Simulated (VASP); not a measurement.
Set up this calculation in VASP 6.6.1, as the native input.

```
Task                   : single point
Functional             : LDA
Potentials or basis    : VASP PAW LDA potentials, release 64 (Rh_pv)
Cutoff                 : 520 eV
k mesh                 : 12 × 12 × 12
Occupations            : fermi-dirac, width 0.05 eV
Spin                   : no spin polarisation
Dipole correction      : no
Further INCAR settings : ALGO = Normal; EDIFF = 1e-07; NBANDS = 14
```

The structure of Rh lies in POSCAR:

```
Rh
1.0
    0.0000000000      1.9350721950      1.9350721950
    1.9350721950      0.0000000000      1.9350721950
    1.9350721950      1.9350721950      0.0000000000
Rh
1
Direct
    0.0000000000      0.0000000000      0.0000000000
```

This cell differs from its parent crystal: volume scaled by 1.06.

These files were run (other wordings do the same):

INCAR

```
SYSTEM = Rh
PREC = Accurate
ENCUT = 520
EDIFF = 1E-7
ISMEAR = -1
SIGMA = 0.05
LREAL = .FALSE.
LASPH = .TRUE.
NELM = 100
ALGO = Normal
ISIF = 2
LWAVE = .FALSE.
LCHARG = .FALSE.
NBANDS = 14
```

KPOINTS

```
Automatic mesh
0
G
  12 12 12
  0 0 0
```

Potentials or basis: VASP PAW LDA potentials, release 64 (Rh_pv).

Launch:

```console
$ cat potpaw_LDA.64/Rh_pv/POTCAR > POTCAR
$ mpirun -np 1 vasp_std > vasp.out
```

Results of the run:

```yaml
Pressure: -22.5 GPa
```

It took 6.7 s on 1 thread of Intel(R) Xeon(R) Platinum 8375C CPU @ 2.90GHz (Ice Lake), with other jobs on the host, peak memory 0.12 GiB.
